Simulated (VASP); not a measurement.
# Al in VASP: relaxation of the atoms with PBEsol

Aim: the relaxation of the atoms of Al with PBEsol.

Everything below comes from runs of VASP 6.6.1. Logs are shortened: lines on timing, memory, paths and dates and some standing lists are left out, and cuts for length are marked.

### 1 The cell of the first run

The cell holds a slab with vacuum, 3 atoms: a = 2.839 Å, b = 2.839 Å, c = 18.636 Å, α = 90.00°, β = 90.00°, γ = 120.00°.

### 2 Relaxation of the atoms, PBEsol

Contents of INCAR:

```
SYSTEM = Al
ALGO = Normal
DIPOL = 0.5 0.5 0.500
EDIFF = 1E-6
EDIFFG = -0.03
ENCUT = 520
GGA = PS
IBRION = 2
IDIPOL = 3
ISIF = 2
ISMEAR = 0
LASPH = .TRUE.
LCHARG = .FALSE.
LDIPOL = .TRUE.
LREAL = .FALSE.
LWAVE = .FALSE.
NELM = 60
NSW = 70
PREC = Accurate
SIGMA = 0.1
```

Contents of KPOINTS:

```
k-points
0
G
  12 12 1
  0 0 0
```

Contents of POSCAR:

```
Al
1.0
    2.8390753325      0.0000000000      0.0000000000
   -1.4195376663      2.4587113612      0.0000000000
    0.0000000000      0.0000000000     18.6361906040
Al
3
Selective dynamics
Direct
    0.6666666667      0.3333333333      0.3756132435  F F F
    0.3333333333      0.6666666667      0.5000000000  T T T
    0.0000000000      0.0000000000      0.6243867565  T T T
```

Potentials or basis: VASP PAW PBE potentials, release 64 (Al).

On the command line:

```
$ cat potpaw_PBE.64/Al/POTCAR > POTCAR
$ mpirun -np 1 vasp_std > vasp.out
```

OUTCAR:

```text
SYSTEM = Al
   EDIFF = 1E-6
   EDIFFG = -0.03
   ENCUT = 520
   GGA = PS
   IBRION = 2
   ISIF = 2
   ISMEAR = 0
   LASPH = .TRUE.
   LREAL = .FALSE.
   NELM = 60
   NSW = 70
   PREC = Accurate

 ion  position               nearest neighbor table
   1  0.667  0.333  0.376-   2 2.84   2 2.84   2 2.84
   2  0.333  0.667  0.500-   1 2.84   1 2.84   3 2.84   3 2.84   3 2.84   1 2.84
   3  0.000  0.000  0.624-   2 2.84   2 2.84   2 2.84

  LATTYP: Found a hexagonal cell.
 ALAT       =     2.8390753325
 C/A-ratio  =     6.5641761565

  Lattice vectors:

 A1 = (   2.8390753325,   0.0000000000,   0.0000000000)
 A2 = (  -1.4195376663,   2.4587113612,   0.0000000000)
 A3 = (   0.0000000000,   0.0000000000,  18.6361906040)

Analysis of symmetry for initial positions (statically):
=====================================================================
 Subroutine PRICEL returns:
 Original cell was already a primitive cell.

 Routine SETGRP: Setting up the symmetry group for a
 hexagonal supercell.

 Subroutine GETGRP returns: Found 12 space group operations
 (whereof  6 operations were pure point group operations)
 out of a pool of 24 trial point group operations.

The static configuration has the point symmetry C_3v.
 The point group associated with its full space group is D_3d.

Analysis of symmetry for dynamics (positions and initial velocities):
=====================================================================
 Subroutine PRICEL returns:
 Original cell was already a primitive cell.

 Routine SETGRP: Setting up the symmetry group for a
 hexagonal supercell.

 Subroutine GETGRP returns: Found 12 space group operations
 (whereof  6 operations were pure point group operations)
 out of a pool of 24 trial point group operations.

The dynamic configuration has the point symmetry C_3v.
 The point group associated with its full space group is D_3d.

Analysis of constrained symmetry for selective dynamics:
=====================================================================
 Subroutine PRICEL returns:
 Original cell was already a primitive cell.

 Routine SETGRP: Setting up the symmetry group for a
 hexagonal supercell.

 Subroutine GETGRP returns: Found  6 space group operations
 (whereof  6 operations were pure point group operations)
 out of a pool of 24 trial point group operations.

The constrained configuration has the point symmetry C_3v.

 Subroutine INISYM returns: Found  6 space group operations
 (whereof  6 operations are pure point group operations),
 and found     1 'primitive' translations

----------------------------------------------------------------------------------------

                                     Primitive cell

  volume of cell :     130.0893

  direct lattice vectors                    reciprocal lattice vectors
     2.839075333  0.000000000  0.000000000     0.352227357  0.203358559  0.000000000
    -1.419537666  2.458711361  0.000000000     0.000000000  0.406717118  0.000000000
     0.000000000  0.000000000 18.636190604     0.000000000  0.000000000  0.053659035

  length of vectors
     2.839075333  2.839075333 18.636190604     0.406717118  0.406717118  0.053659035

  position of ions in fractional coordinates (direct lattice)
     0.666666667  0.333333333  0.375613243
     0.333333333  0.666666667  0.500000000
     0.000000000  0.000000000  0.624386757

  ion indices of the primitive-cell ions
   primitive index   ion index
                 1           1
                 2           2
                 3           3

----------------------------------------------------------------------------------------

 KPOINTS: k-points

Automatic generation of k-mesh.
 Grid dimensions read from file:
 generate k-points for:   12   12    1

 Generating k-lattice:

  Cartesian coordinates                     Fractional coordinates (reciprocal lattice)
     0.029352280  0.016946547  0.000000000     0.083333333 -0.000000000  0.000000000
     0.000000000  0.033893093  0.000000000     0.000000000  0.083333333  0.000000000
     0.000000000  0.000000000  0.053659035     0.000000000  0.000000000  1.000000000

  Length of vectors
     0.033893093  0.033893093  0.053659035

  Shift w.r.t. Gamma in fractional coordinates (k-lattice)
     0.000000000  0.000000000  0.000000000

 Subroutine IBZKPT returns following result:
 ===========================================

 Found     19 irreducible k-points:

 Following reciprocal coordinates:
            Coordinates               Weight
  0.000000  0.000000  0.000000      1.000000
  0.083333 -0.000000  0.000000      6.000000
  0.166667  0.000000  0.000000      6.000000
  0.250000  0.000000  0.000000      6.000000
  0.333333  0.000000  0.000000      6.000000
  0.416667  0.000000  0.000000      6.000000
[... 11 lines left out ...]
  0.333333  0.250000  0.000000     12.000000
  0.333333  0.333333  0.000000      2.000000
   k-points           NKPTS =     19   k-points in BZ     NKDIM =     19   number of bands    NBANDS=      8
   number of dos      NEDOS =    301   number of ions     NIONS =      3
   total plane-waves  NPLWV =  80640
   dimension x,y,z NGX =    24 NGY =   24 NGZ =  140
   dimension x,y,z NGXF=    48 NGYF=   48 NGZF=  280
   ions per type =               3
   NGX,Y,Z   is equivalent  to a cutoff of  14.05, 14.05, 12.49 a.u.
   NGXF,Y,Z  is equivalent  to a cutoff of  28.11, 28.11, 24.98 a.u.
 SYSTEM =  Al
   PREC   = accura    normal or accurate (medium, high low for compatibility)
   ISTART =      0    job   : 0-new  1-cont  2-samecut
   ICHARG =      2    charge: 1-file 2-atom 10-const
   ISPIN  =      1    spin polarized calculation?
   LNONCOLLINEAR =      F non collinear calculations
   LSORBIT =      F    spin-orbit coupling
   LASPH  =      T    aspherical Exc in radial PAW
   ENCUT  =  520.0 eV  38.22 Ry    6.18 a.u.   5.28  5.28 34.65*2*pi/ulx,y,z
   NELM   =     60;   NELMIN=  2; NELMDL= -5     # of ELM steps
   EDIFF  = 0.1E-05   stopping-criterion for ELM
   LREAL  =      F    real-space projection
   EDIFFG = -.3E-01   stopping-criterion for IOM
   NSW    =     70    number of steps for IOM
   IBRION =      2    ionic relax: 0-MD 1-quasi-New 2-CG
   NFREE  =      1    steps in history (QN), initial steepest desc. (CG)
   ISIF   =      2    stress and relaxation
   ISYM   =      2    0-nonsym 1-usesym 2-fastsym
   POTIM  = 0.5000    time-step for ionic-motion
   TEBEG  =    0.0;   TEEND  =   0.0 temperature during run
   PSTRESS=    0.0 pullay stress
   NELECT =       9.0000    total number of electrons
   NUPDOWN=      -1.0000    fix difference up-down
   EMIN   =  10.00;   EMAX   =-10.00  energy-range for DOS
   EFERMI =   0.00;   METHOD = LEGACY
   ISMEAR =     0;   SIGMA  =   0.10  broadening in eV -4-tet -1-fermi 0-gaus
   EFERMI_NEDOS =   21; number of points for ismear=-14 and -15
   IALGO  =     38    algorithm
   IMIX   =      4    mixing-type and parameters
     AMIX     =   0.40;   BMIX     =  1.00
     AMIX_MAG =   1.60;   BMIX_MAG =  1.00
  volume/ion in A,a.u.               =      43.36       292.63
  Fermi-wavevector in a.u.,A,eV,Ry     =   0.672061  1.270010  6.145282  0.451666
  Thomas-Fermi vector in A             =   1.748067
   LORBIT       =      0    0 simple, 1 ext, 2 COOP (PROOUT), +10 PAW based schemes
   GGA     = PS    functional components
   LHFCALC =     F    Hartree Fock is set to
   AEXX    =    0.0000 exact exchange contribution
   IVDW    =     0    specifies the selected vdW correction
   LEPSILON=     F    determine dielectric tensor
   LRPA    =     F    only Hartree local field effects (RPA)
 conjugate gradient relaxation of ions
 non-spin polarized calculation
 Gauss-broadening in eV      SIGMA  =   0.10
  energy-cutoff  :      520.00
  volume of cell :      130.09
 maximum number of plane-waves:      3540
 NGX is ok and might be reduce to    24
   NGX = 11   NGY = 11   NGZ = 69

--------------------------------------- Ionic step        1  -------------------------------------------

 number of electron       9.0000000 magnetization

 Free energy of the ion-electron system (eV)
  ---------------------------------------------------
  ext. energy  EPLUGINS =         0.00000000
  ---------------------------------------------------
  free energy    TOTEN  =       -11.44982985 eV

  energy without entropy =      -11.44033422  energy(sigma->0) =      -11.44508203

------------------------ aborting loop because EDIFF is reached ----------------------------------------

  FORCE on cell =-STRESS in cart. coord.  units (eV):
  Direction    XX          YY          ZZ          XY          YZ          ZX
  --------------------------------------------------------------------------------------
  -------------------------------------------------------------------------------------
  Total       -0.7730062     -0.7730062     -0.5086648      0.0000000      0.0000000     -0.0000000
  in kB       -9.5203294     -9.5203294     -6.2647059      0.0000000      0.0000000     -0.0000000
  external PRESSURE =      -8.4351216 kB  Pullay stress =       0.0000000 kB
[... 203 lines left out ...]
  FREE ENERGIE OF THE ION-ELECTRON SYSTEM (eV)
  ---------------------------------------------------
  free  energy   TOTEN  =       -11.4524613938 eV

  energy  without entropy=      -11.4444077811  energy(sigma->0) =      -11.44843459

 dipolmoment           0.000000      0.000000      0.000215 electrons x Angstroem

--------------------------------------- Ionic step        7  -------------------------------------------

 number of electron       9.0000000 magnetization

------------------------ aborting loop because EDIFF is reached ----------------------------------------
[... 32 lines left out ...]
--------------------------------------- Ionic step        8  -------------------------------------------

 number of electron       9.0000000 magnetization

 dipolmoment           0.000000      0.000000     -0.000099 electrons x Angstroem

 Free energy of the ion-electron system (eV)
  ---------------------------------------------------
  ext. energy  EPLUGINS =         0.00000000
  ---------------------------------------------------
  free energy    TOTEN  =       -11.45365373 eV

  energy without entropy =      -11.44634570  energy(sigma->0) =      -11.44999972

 E-fermi :   0.6308     XC(G=0):  -4.7573

 val. band max:        0.6167945097   @ k =   0.3333   0.2500   0.0000
 cond. band min:       0.6867672182   @ k =   0.4167   0.1667   0.0000
 fundamental gap:      0.0699727085
 Fermi energy:         0.6308459460

 k-point     1 :       0.0000    0.0000    0.0000
  band No.  band energies     occupation
      1     -10.0863      2.00000
      2      -8.3491      2.00000
      3      -5.6001      2.00000
      4      -2.5029      2.00000
      5       1.0862      0.00000
      6       3.6454      0.00000
      7       4.4251      0.00000
      8       6.0241      0.00000
[... 188 lines left out ...]
 k-point    19 :       0.3333    0.3333    0.0000
  band No.  band energies     occupation
      1      -2.2414      2.00000
      2      -2.2412      2.00000
      3      -2.1454      2.00000
      4      -1.0840      2.00000
      5      -0.2614      2.00000
      6      -0.2610      2.00000
      7       2.3202      0.00000
      8       2.3206      0.00000

------------------------ aborting loop because EDIFF is reached ----------------------------------------

 vacuum level on the upper side and lower side of the slab       (xc-potential included)        -0.010        -0.007

  FORCE on cell =-STRESS in cart. coord.  units (eV):
  Direction    XX          YY          ZZ          XY          YZ          ZX
  --------------------------------------------------------------------------------------
  -------------------------------------------------------------------------------------
  Total       -0.6821076     -0.6821076      0.0150224      0.0000000      0.0000000     -0.0000000
  in kB       -8.4008240     -8.4008240      0.1850159      0.0000000      0.0000000     -0.0000000
  external PRESSURE =      -5.5388774 kB  Pullay stress =       0.0000000 kB
[... 18 lines left out ...]
  FREE ENERGIE OF THE ION-ELECTRON SYSTEM (eV)
  ---------------------------------------------------
  free  energy   TOTEN  =       -11.4536537320 eV

  energy  without entropy=      -11.4463457026  energy(sigma->0) =      -11.44999972

 reached required accuracy - stopping structural energy minimisation

 vacuum level on the upper side and lower side of the slab         4.557         4.558
```

Wall time 2.2 min (1 thread of Intel Xeon 8259CL, shared host); peak memory 0.26 GiB.

Results:

| Item | Value |
| --- | --- |
| Free energy | -11.4537 eV |
| Energy gained by relaxing | 1.3 meV/atom |
| Ionic steps | 8 |
| Band gap on the k mesh | zero (an odd number of electrons rules out a gap without spin polarisation) |

Step by step:
| step | energy change (eV) | largest force on free atoms (eV/Å) | pressure (GPa) |
| --- | --- | --- | --- |
| 1 | 0.0000 | 0.1093 | -0.84 |
| 2 | -0.0005 | 0.0947 | -0.82 |
| 3 | -0.0017 | 0.0608 | -0.76 |
| 4 | -0.0016 | 0.1591 | -0.62 |
| 5 | -0.0020 | 0.1051 | -0.69 |
| 6 | -0.0026 | 0.0867 | -0.67 |
| 7 | -0.0037 | 0.0313 | -0.60 |
| 8 | -0.0038 | 0.0050 | -0.55 |

Final structure:
```
Al
1.0
     2.83908    0.00000    0.00000
    -1.41954    2.45871    0.00000
     0.00000    0.00000   18.63619
Al
3
Direct
  0.66667 0.33333 0.37561
  0.33333 0.66667 0.49821
  0.00000 0.00000 0.62076
```

Levels at points of the mesh, in eV from the Fermi level:
| k point | band 1 | band 2 | band 3 | band 4 | band 5 | band 6 | band 7 | band 8 |
| --- | --- | --- | --- | --- | --- | --- | --- | --- |
| (0.00, 0.00, 0.00) | -10.72 | -8.98 | -6.23 | -3.13 | 0.46 | 3.01 | 3.79 | 5.39 |
| (0.50, 0.00, 0.00) | -4.79 | -4.73 | -3.35 | -2.77 | -0.38 | -0.15 | 2.59 | 2.64 |

Caveat: the PAW data sets were made with another functional, which shifts forces and pressure a little.
